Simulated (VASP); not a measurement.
# Cu2Cl (Fd-3m) in VASP: further runs

Cu2Cl is run at these levels: PBE; tasks: single point, relaxation of cell and atoms.

All numbers are computed with VASP 6.6.1; they aren't measurements. Logs are shortened: lines on timing, memory, paths and dates and some standing lists are left out, and cuts for length are marked.

## Step 1: The cell of the first run

The structure is cubic, space group Fd-3m (No. 227). The conventional cell has a = 7.214 Å, b = 7.214 Å, c = 7.214 Å, α = 90.00°, β = 90.00°, γ = 90.00°. Cu (site symmetry -3m) has 6 Cu at 2.55 Å and 6 Cl at 2.99 Å within 3.4 Å. Cl (site symmetry -43m) has 12 Cu at 2.99 Å and 4 Cl at 3.12 Å within 3.9 Å.

## Step 2: Single point, PBE

File INCAR:

```
PREC = Accurate
ENCUT = 520
EDIFF = 1E-6
ISMEAR = 0
SIGMA = 0.1
LREAL = False
LASPH = True
NELM = 80
ALGO = Normal
ISIF = 2
LWAVE = False
LCHARG = True
GGA = PE
LELF = True
LVHAR = True
NBANDS = 38
```

File KPOINTS:

```
regular mesh
0
Gamma
  10 10 10
```

File POSCAR:

```
Cu2Cl
1.0
    0.0000000000      3.6068191672      3.6068191672
    3.6068191672      0.0000000000      3.6068191672
    3.6068191672      3.6068191672      0.0000000000
Cu Cl
4 2
Direct
    0.1250000000      0.1250000000      0.1250000000
    0.6250000000      0.1250000000      0.1250000000
    0.1250000000      0.1250000000      0.6250000000
    0.1250000000      0.6250000000      0.1250000000
    0.5000000000      0.5000000000      0.5000000000
    0.7500000000      0.7500000000      0.7500000000
```

Potentials or basis: VASP PAW PBE potentials, release 64 (Cu, Cl).

The run is started by

```
$ cat potpaw_PBE.64/Cu/POTCAR potpaw_PBE.64/Cl/POTCAR > POTCAR
$ mpirun -np 1 vasp_std > vasp.out
```

OUTCAR:

```text
PREC = Accurate
   ENCUT = 520
   EDIFF = 1E-6
   ISMEAR = 0
   LREAL = False
   LASPH = True
   NELM = 80
   ISIF = 2
   GGA = PE

 ion  position               nearest neighbor table
   1  0.125  0.125  0.125-   2 2.55   3 2.55   4 2.55   3 2.55   4 2.55   2 2.55
   2  0.625  0.125  0.125-   1 2.55   3 2.55   4 2.55   1 2.55   3 2.55   4 2.55
   3  0.125  0.125  0.625-   1 2.55   1 2.55   2 2.55   4 2.55   4 2.55   2 2.55
   4  0.125  0.625  0.125-   1 2.55   3 2.55   1 2.55   2 2.55   3 2.55   2 2.55
   5  0.500  0.500  0.500-
   6  0.750  0.750  0.750-

  LATTYP: Found a face centered cubic cell.
 ALAT       =     7.2136383344

  Lattice vectors:

 A1 = (   0.0000000000,   3.6068191672,   3.6068191672)
 A2 = (   3.6068191672,   0.0000000000,   3.6068191672)
 A3 = (   3.6068191672,   3.6068191672,   0.0000000000)

Analysis of symmetry for initial positions (statically):
=====================================================================
 Subroutine PRICEL returns:
 Original cell was already a primitive cell.

 Routine SETGRP: Setting up the symmetry group for a
 face centered cubic supercell.

 Subroutine GETGRP returns: Found 48 space group operations
 (whereof 24 operations were pure point group operations)
 out of a pool of 48 trial point group operations.

The static configuration has the point symmetry T_d .
 The point group associated with its full space group is O_h .

Analysis of symmetry for dynamics (positions and initial velocities):
=====================================================================
 Subroutine PRICEL returns:
 Original cell was already a primitive cell.

 Routine SETGRP: Setting up the symmetry group for a
 face centered cubic supercell.

 Subroutine GETGRP returns: Found 48 space group operations
 (whereof 24 operations were pure point group operations)
 out of a pool of 48 trial point group operations.

The dynamic configuration has the point symmetry T_d .
 The point group associated with its full space group is O_h .

 Subroutine INISYM returns: Found 48 space group operations
 (whereof 24 operations are pure point group operations),
 and found     1 'primitive' translations

----------------------------------------------------------------------------------------

                                     Primitive cell

  volume of cell :      93.8433

  direct lattice vectors                    reciprocal lattice vectors
     0.000000000  3.606819167  3.606819167    -0.138626301  0.138626301  0.138626301
     3.606819167  0.000000000  3.606819167     0.138626301 -0.138626301  0.138626301
     3.606819167  3.606819167  0.000000000     0.138626301  0.138626301 -0.138626301

  length of vectors
     5.100812583  5.100812583  5.100812583     0.240107797  0.240107797  0.240107797

  position of ions in fractional coordinates (direct lattice)
     0.125000000  0.125000000  0.125000000
     0.625000000  0.125000000  0.125000000
     0.125000000  0.125000000  0.625000000
     0.125000000  0.625000000  0.125000000
     0.500000000  0.500000000  0.500000000
     0.750000000  0.750000000  0.750000000

  ion indices of the primitive-cell ions
   primitive index   ion index
                 1           1
                 2           2
                 3           3
                 4           4
                 5           5
                 6           6

----------------------------------------------------------------------------------------

 KPOINTS: regular mesh

Automatic generation of k-mesh.
 Grid dimensions read from file:
 generate k-points for:   10   10   10

 Generating k-lattice:

  Cartesian coordinates                     Fractional coordinates (reciprocal lattice)
    -0.013862630  0.013862630  0.013862630     0.100000000  0.000000000  0.000000000
     0.013862630 -0.013862630  0.013862630     0.000000000  0.100000000  0.000000000
     0.013862630  0.013862630 -0.013862630     0.000000000  0.000000000  0.100000000

  Length of vectors
     0.024010780  0.024010780  0.024010780

  Shift w.r.t. Gamma in fractional coordinates (k-lattice)
     0.000000000  0.000000000  0.000000000

 Subroutine IBZKPT returns following result:
 ===========================================

 Found     47 irreducible k-points:

 Following reciprocal coordinates:
            Coordinates               Weight
  0.000000  0.000000  0.000000      1.000000
  0.100000  0.000000  0.000000      8.000000
  0.200000  0.000000  0.000000      8.000000
  0.300000  0.000000  0.000000      8.000000
  0.400000  0.000000  0.000000      8.000000
  0.500000  0.000000  0.000000      4.000000
[... 16 lines left out ...]
  0.300000  0.300000  0.000000      6.000000
  0.400000  0.300000  0.000000     24.000000
 [... further k-points ...]
   k-points           NKPTS =     47   k-points in BZ     NKDIM =     47   number of bands    NBANDS=     38
   number of dos      NEDOS =    301   number of ions     NIONS =      6
   total plane-waves  NPLWV =  64000
   dimension x,y,z NGX =    40 NGY =   40 NGZ =   40
   dimension x,y,z NGXF=    80 NGYF=   80 NGZF=   80
   ions per type =               4   2
   NGX,Y,Z   is equivalent  to a cutoff of  13.04, 13.04, 13.04 a.u.
   NGXF,Y,Z  is equivalent  to a cutoff of  26.07, 26.07, 26.07 a.u.
 SYSTEM =  unknown system
   PREC   = accura    normal or accurate (medium, high low for compatibility)
   ISTART =      0    job   : 0-new  1-cont  2-samecut
   ICHARG =      2    charge: 1-file 2-atom 10-const
   ISPIN  =      1    spin polarized calculation?
   LNONCOLLINEAR =      F non collinear calculations
   LSORBIT =      F    spin-orbit coupling
   LASPH  =      T    aspherical Exc in radial PAW
   ENCUT  =  520.0 eV  38.22 Ry    6.18 a.u.   9.48  9.48  9.48*2*pi/ulx,y,z
   NELM   =     80;   NELMIN=  2; NELMDL= -5     # of ELM steps
   EDIFF  = 0.1E-05   stopping-criterion for ELM
   LREAL  =      F    real-space projection
   EDIFFG = 0.1E-04   stopping-criterion for IOM
   NSW    =      0    number of steps for IOM
   IBRION =     -1    ionic relax: 0-MD 1-quasi-New 2-CG
   NFREE  =      0    steps in history (QN), initial steepest desc. (CG)
   ISIF   =      2    stress and relaxation
   ISYM   =      2    0-nonsym 1-usesym 2-fastsym
   POTIM  = 0.5000    time-step for ionic-motion
   TEBEG  =    0.0;   TEEND  =   0.0 temperature during run
   PSTRESS=    0.0 pullay stress
   NELECT =      58.0000    total number of electrons
   NUPDOWN=      -1.0000    fix difference up-down
   EMIN   =  10.00;   EMAX   =-10.00  energy-range for DOS
   EFERMI =   0.00;   METHOD = LEGACY
   ISMEAR =     0;   SIGMA  =   0.10  broadening in eV -4-tet -1-fermi 0-gaus
   EFERMI_NEDOS =   21; number of points for ismear=-14 and -15
   IALGO  =     38    algorithm
   IMIX   =      4    mixing-type and parameters
     AMIX     =   0.40;   BMIX     =  1.00
     AMIX_MAG =   1.60;   BMIX_MAG =  1.00
  volume/ion in A,a.u.               =      15.64       105.55
  Fermi-wavevector in a.u.,A,eV,Ry     =   1.394493  2.635210 26.458050  1.944612
  Thomas-Fermi vector in A             =   2.518037
   LORBIT       =      0    0 simple, 1 ext, 2 COOP (PROOUT), +10 PAW based schemes
   GGA     = PE    functional components
   LHFCALC =     F    Hartree Fock is set to
   AEXX    =    0.0000 exact exchange contribution
   IVDW    =     0    specifies the selected vdW correction
   LEPSILON=     F    determine dielectric tensor
   LRPA    =     F    only Hartree local field effects (RPA)
 non-spin polarized calculation
 Gauss-broadening in eV      SIGMA  =   0.10
  energy-cutoff  :      520.00
  volume of cell :       93.84
 maximum number of plane-waves:      2565
 NGX is ok and might be reduce to    40
   NGX = 19   NGY = 19   NGZ = 19

 number of electron      58.0000015 magnetization

 Free energy of the ion-electron system (eV)
  ---------------------------------------------------
  ext. energy  EPLUGINS =         0.00000000
  ---------------------------------------------------
  free energy    TOTEN  =       -16.56505691 eV

  energy without entropy =      -16.53776679  energy(sigma->0) =      -16.55141185

 E-fermi :   4.9598     XC(G=0): -11.0501

 val. band max:        4.9517253237   @ k =  -0.3000   0.3000   0.1000
 cond. band min:       4.9689806844   @ k =  -0.3000   0.4000   0.2000
 fundamental gap:      0.0172553607
 Fermi energy:         4.9598010303

 k-point     1 :       0.0000    0.0000    0.0000
  band No.  band energies     occupation
      1     -10.8471      2.00000
      2      -9.4152      2.00000
      3      -0.2547      2.00000
      4       0.3161      2.00000
      5       0.3161      2.00000
      6       0.3161      2.00000
[... 30 lines left out ...]
     37      10.2632      0.00000
     38      10.2632      0.00000

 k-point     2 :       0.1000    0.0000    0.0000
  band No.  band energies     occupation
      1     -10.8200      2.00000
      2      -9.4440      2.00000
      3      -0.3232      2.00000
      4       0.3060      2.00000
      5       0.3060      2.00000
      6       0.3398      2.00000
[... 30 lines left out ...]
     37      10.5983      0.00000
     38      10.7563      0.00000

 k-point     3 :       0.2000    0.0000    0.0000
  band No.  band energies     occupation
      1     -10.7436      2.00000
      2      -9.5243      2.00000
      3      -0.6023      2.00000
      4       0.2821      2.00000
      5       0.2821      2.00000
      6       0.5333      2.00000
[... 30 lines left out ...]
     37      11.4131      0.00000
     38      11.8721      0.00000

 k-point     4 :       0.3000    0.0000    0.0000
  band No.  band energies     occupation
      1     -10.6336      2.00000
      2      -9.6379      2.00000
      3      -0.9646      2.00000
      4       0.2575      2.00000
      5       0.2575      2.00000
      6       0.8883      2.00000
[... 30 lines left out ...]
     37      12.4055      0.00000
     38      13.3527      0.00000
[... 703 lines left out ...]
      4       0.2502      2.00000
      5       0.3224      2.00000
      6       0.6927      2.00000
[... 30 lines left out ...]
     37      12.9994      0.00000
     38      13.8169      0.00000

 k-point    23 :       0.3000    0.3000    0.0000
  band No.  band energies     occupation
      1     -10.5477      2.00000
      2      -9.7252      2.00000
      3      -0.4684      2.00000
      4      -0.1137      2.00000
      5      -0.1136      2.00000
      6       0.6152      2.00000
[... 30 lines left out ...]
     37      12.1899      0.00000
     38      13.7158      0.00000

 k-point    24 :       0.4000    0.3000    0.0000
  band No.  band energies     occupation
      1     -10.4447      2.00000
      2      -9.8288      2.00000
      3      -0.7128      2.00000
      4      -0.1784      2.00000
      5       0.0594      2.00000
      6       0.5910      2.00000
[... 30 lines left out ...]
     37      12.7559      0.00000
     38      13.9791      0.00000

 [... further k-points ...]

------------------------ aborting loop because EDIFF is reached ----------------------------------------

  FORCE on cell =-STRESS in cart. coord.  units (eV):
  Direction    XX          YY          ZZ          XY          YZ          ZX
  --------------------------------------------------------------------------------------
  -------------------------------------------------------------------------------------
  Total        0.0422788      0.0422788      0.0422788     -0.0000000      0.0000000      0.0000000
  in kB        0.7218215      0.7218215      0.7218215     -0.0000000      0.0000000      0.0000000
  external PRESSURE =       0.7218215 kB  Pullay stress =       0.0000000 kB

 VOLUME and BASIS-vectors are now :
 -----------------------------------------------------------------------------
  energy-cutoff  :      520.00
  volume of cell :       93.84
      direct lattice vectors                 reciprocal lattice vectors
     0.000000000  3.606819167  3.606819167    -0.138626301  0.138626301  0.138626301
     3.606819167  0.000000000  3.606819167     0.138626301 -0.138626301  0.138626301
     3.606819167  3.606819167  0.000000000     0.138626301  0.138626301 -0.138626301

 POSITION                                       TOTAL-FORCE (eV/Angst)
 -----------------------------------------------------------------------------------
      0.90170      0.90170      0.90170         0.000000     -0.000000     -0.000000
      0.90170      2.70511      2.70511         0.000000     -0.000000     -0.000000
      2.70511      2.70511      0.90170         0.000000     -0.000000     -0.000000
      2.70511      0.90170      2.70511         0.000000     -0.000000     -0.000000
      3.60682      3.60682      3.60682        -0.000000     -0.000000     -0.000000
      5.41023      5.41023      5.41023         0.000000      0.000000      0.000000
 -----------------------------------------------------------------------------------
    total drift:                                0.000000     -0.000000      0.000000

  FREE ENERGIE OF THE ION-ELECTRON SYSTEM (eV)
  ---------------------------------------------------
  free  energy   TOTEN  =       -16.5650569122 eV

  energy  without entropy=      -16.5377667879  energy(sigma->0) =      -16.55141185
```

It took 3.6 min on 1 thread of Intel Xeon 6975P-C (Granite Rapids), shared host; peak memory 0.3 GiB.

Results:

```yaml
Free_energy: -16.5651 eV
Pressure: 0.1 GPa
Band_gap_on_the_k_mesh: zero (bands 29 and 30 overlap by 0.13 eV)
```

With open d or f shells a metallic result of PBE can be an artefact of self-interaction; +U or a hybrid may open a gap.

(Continued in part 2 of 2.)
